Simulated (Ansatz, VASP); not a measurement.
One calculation of P, two programs

The input INCAR:

```
SYSTEM = P
ALGO = Normal
EDIFF = 1E-6
ENCUT = 500
GGA = LIBXC
GGA_COMPAT = .FALSE.
ISIF = 2
ISMEAR = -1
LASPH = .TRUE.
LCHARG = .FALSE.
LIBXC1 = GGA_X_PBE
LIBXC2 = LDA_C_PW
LREAL = .FALSE.
LWAVE = .FALSE.
NBANDS = 18
NELM = 120
PREC = Accurate
SIGMA = 0.15
```

Contents of KPOINTS:

```
k-points
0
G
  8 8 6
  0 0 0
```

The input POSCAR:

```
P
1.0
    1.6586556482     -5.5012310827      0.0000000000
    1.6586556482      5.5012310827      0.0000000000
    0.0000000000      0.0000000000      4.5737267689
P
4
Direct
    0.9041431300      0.0958568700      0.5888151700
    0.0958568700      0.9041431300      0.4111848300
    0.5958568700      0.4041431300      0.0888151700
    0.4041431300      0.5958568700      0.9111848300
```

Contents of input.yaml:

```yaml
crystal:
  lattice:
    - [1.6586556482, -5.5012310827, 0.0]
    - [1.6586556482, 5.5012310827, 0.0]
    - [0.0, 0.0, 4.5737267689]
  atoms:
    - { symbol: P, position: [0.90414313, 0.09585687, 0.58881517] }
    - { symbol: P, position: [0.09585687, 0.90414313, 0.41118483] }
    - { symbol: P, position: [0.59585687, 0.40414313, 0.08881517] }
    - { symbol: P, position: [0.40414313, 0.59585687, 0.91118483] }
kpoints:
  mp_grid: { grid: [8, 8, 6] }
scf:
  occupations: { method: fermi_dirac, width: 0.15 }
hamiltonian:
  xc: { exchange: pbe, correlation: lda }
  pseudopotentials: { kind: all_electron, lapw: { basis_error: 0.0005 } }
output:
  forces: true
  stress: true
  eigenvalues: true
```

Change from the starting cell: volume scaled by 1.02.

Alike in both runs: task single point; functional pbe exchange, lda correlation; k mesh 8 × 8 × 6; occupations fermi-dirac, width 0.15 eV; no spin polarisation.

```csv
,VASP,Ansatz
version,VASP 6.6.1,Ansatz 0.2.0
potentials or method,"VASP PAW PBE potentials, release 64 (P), cutoff 500 eV","all-electron LAPW, scalar-relativistic"
```

VASP gave:

| Quantity | Value |
| --- | --- |
| pressure (GPa) | 5.9 |
| traceless stress, the component that is largest in VASP (GPa) | -0.47 |
| rms of the force components (eV/Å) | 0.124 |

Task: What did Ansatz give for the same quantities?

Result: Pressure (GPa): 6.3; traceless stress, the component that is largest in VASP (GPa): -0.54; rms of the force components (eV/Å): 0.154.

VASP's potentials were made for PBE, not for pbe exchange, lda correlation. Atom by atom the forces differ by 0.031 eV/Å (rms over components). Ansatz ran all-electron here, and VASP with PAW potentials.
